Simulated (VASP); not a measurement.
Here is a VASP 6.6.1 calculation.

The input INCAR:

```
SYSTEM = Ta2Si
ALGO     = Fast           ! electronic algorithm
EDIFF    = 1E-6           ! SCF threshold, eV
ENCUT    = 520            ! plane-wave cutoff, eV
GGA      = PS             ! functional
ISIF     = 2              ! what is computed and relaxed
ISMEAR   = 0              ! smearing method
LASPH    = .TRUE.         ! aspherical terms in the spheres
LCHARG   = .FALSE.        ! write CHGCAR
LREAL    = .FALSE.        ! projectors in reciprocal space
LWAVE    = .FALSE.        ! write WAVECAR
NBANDS   = 35             ! bands
NELM     = 100            ! most SCF steps
PREC     = Accurate       ! precision mode
SIGMA    = 0.1            ! smearing width, eV
```

File KPOINTS:

```
k-points
0
G
  10 10 10
  0 0 0
```

Contents of POSCAR:

```
Ta2Si
1.0
   -3.0383750680      3.0383750680      2.4928119695
    3.0383750680     -3.0383750680      2.4928119695
    3.0383750680      3.0383750680     -2.4928119695
Ta Si
4 2
Direct
    0.6627221221      0.8372778779      0.5000000000
    0.8372778779      0.3372778779      0.1745557558
    0.3372778779      0.1627221221      0.5000000000
    0.1627221221      0.6627221221      0.8254442442
    0.2500000000      0.2500000000      0.0000000000
    0.7500000000      0.7500000000      0.0000000000
```

Potentials or basis: VASP PAW PBE potentials, release 64 (Ta_pv, Si).

The run is started by

```bash
$ cat potpaw_PBE.64/Ta_pv/POTCAR potpaw_PBE.64/Si/POTCAR > POTCAR
$ mpirun -np 1 vasp_std > vasp.out
```

Problem. What does it give for the pressure?

Solution. 7.7 GPa.

Problem. Predict the band gap on the k mesh.

Solution. Zero (bands 26 and 27 overlap by 0.81 eV).

Problem. Predict the largest force.

Solution. 0.006 eV/Å.

Stress tensor (GPa, compression positive):
```
7.75 0.00 0.00
0.00 7.75 0.00
0.00 0.00 7.64
```

Caveat: the cell stands under pressure; the PAW data sets were made with another functional, which shifts forces and pressure a little; spin-orbit coupling is left out, which moves the levels of the heavy elements.
